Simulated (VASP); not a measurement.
Wanted: the native input for a VASP 6.6.1 run.

- Task: single point
- Functional: LDA
- Potentials or basis: VASP PAW LDA potentials, release 64 (Si)
- Cutoff: 520 eV
- k mesh: 16 × 16 × 16
- Occupations: fermi-dirac, width 0.05 eV
- Spin: no spin polarisation
- Dipole correction: no
- Further INCAR settings: ALGO = Normal; EDIFF = 1e-06; NBANDS = 11

The structure of Si lies in POSCAR:

```
Si
1.0
   -2.2510000000      2.3685000000      1.2877500000
    2.2510000000     -2.3685000000      1.2877500000
    2.2510000000      2.3685000000     -1.2877500000
Si
2
Direct
    0.8070000000      0.5570000000      0.2500000000
    0.1930000000      0.4430000000      0.7500000000
```

This cell differs from its parent crystal: zz strain of +1 %.

One way to write it, as run:

INCAR

```
SYSTEM = Si
PREC = Accurate
ENCUT = 520
EDIFF = 1E-6
ISMEAR = -1
SIGMA = 0.05
LREAL = .FALSE.
LASPH = .TRUE.
NELM = 60
ALGO = Normal
ISIF = 2
LWAVE = .FALSE.
LCHARG = .FALSE.
GGA = CA
NBANDS = 11
```

KPOINTS

```
regular mesh
0
G
  16 16 16
  0 0 0
```

Potentials or basis: VASP PAW LDA potentials, release 64 (Si).

The run is started by

```sh
$ cat potpaw_LDA.64/Si/POTCAR > POTCAR
$ mpirun -np 1 vasp_std > vasp.out
```

Results of the run:

The pressure is 9.5 GPa. The largest force is 0.027 eV/Å and the band gap on the k mesh is zero (bands 4 and 5 overlap by 7.46 eV).

Caveat: the cell differs from its parent crystal (zz strain of +1 %); the cell stands under pressure.

It took 63 s on 1 thread of Intel(R) Xeon(R) 6975P-C (Granite Rapids), with other jobs on the host, peak memory 0.25 GiB.
